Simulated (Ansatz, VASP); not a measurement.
**Si5F: VASP beside Ansatz**

```xyz
6
Lattice="2.6760 0.0000 0.0000 -1.3380 2.3175 0.0000 0.0000 0.0000 13.2200" Properties=species:S:1:pos:R:3 pbc="T T T"
Si    1.3380    0.7725   11.2731
Si    0.0000    1.5450    8.9162
Si    1.3380    0.7725    6.6100
Si    0.0000    1.5450    4.3038
Si    1.3380    0.7725    1.9470
F     0.0000    1.5450    0.0000
```

Change from the starting cell: species swapped into the CeMg5 type (P-6m2, No. 187).

Alike in both runs: functional PBE; k mesh 18 × 18 × 4; occupations gaussian, width 0.1 eV; no spin polarisation.

Ansatz relaxed the structure, and its values are those at the end. VASP's run is a single point on that final structure, the one shown.

```csv
,VASP,Ansatz
version,VASP 6.6.1,Ansatz 0.2.0
potentials or method,"VASP PAW PBE potentials, release 64 (Si, F), cutoff 520 eV","scalar-relativistic, plane waves, PAW"
valence electrons in the cell,27,27
```

|  | VASP | Ansatz | Ansatz less VASP |
| --- | --- | --- | --- |
| gap on the k mesh at the Fermi level (eV) | none | none | - |
| pressure (GPa) | -0.1 | 0.0 | +0.08 |

A gap of «none» marks a metal or a gap that the smearing closes.
